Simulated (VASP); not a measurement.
Set up this calculation in VASP 6.6.1, as the native input.

```yaml
Task: single point
Functional: PBEsol
Dispersion: D3(BJ)
Potentials_or_basis: VASP PAW PBE potentials, release 64 (Rh_pv)
Cutoff: 520 eV
k_mesh: 10 × 10 × 10
Occupations: methfessel-paxton, width 0.1 eV
Spin: no spin polarisation
Dipole_correction: no
Further_INCAR_settings: ALGO = Normal; EDIFF = 1e-07; NBANDS = 14
```

The structure of Rh lies in POSCAR:

```
Rh
1.0
    2.4783868426      0.0000000000      0.0000000000
    0.0000000000      2.4783868426      0.0000000000
    0.0000000000      0.0000000000      2.4783868426
Rh
1
Direct
    0.0000000000      0.0000000000      0.0000000000
```

The input as run:

INCAR

```
PREC = Accurate ; ENCUT = 520
EDIFF = 1E-7 ; ISMEAR = 1
SIGMA = 0.1 ; LREAL = F
LASPH = T ; NELM = 100
ALGO = Normal ; ISIF = 2
LWAVE = F ; LCHARG = T
GGA = PS ; IVDW = 12
LELF = T ; LVHAR = T
NBANDS = 14
```

KPOINTS

```
Automatic mesh
0
Gamma
  10 10 10
```

Potentials or basis: VASP PAW PBE potentials, release 64 (Rh_pv).

Launch:

```sh
$ cat potpaw_PBE.64/Rh_pv/POTCAR > POTCAR
$ mpirun -np 1 vasp_std > vasp.out
```

It gave:

```yaml
Pressure: 0.1 GPa
Dispersion_energy_per_atom: -0.547 eV
```

Caveat: the PAW data sets were made with another functional, which shifts forces and pressure a little; pairwise dispersion overbinds metals, which lowers pressure and volume.

Wall time 5.2 s on 1 thread of Intel(R) Xeon(R) Platinum 8488C (Sapphire Rapids) (shared host), peak memory 0.13 GiB.
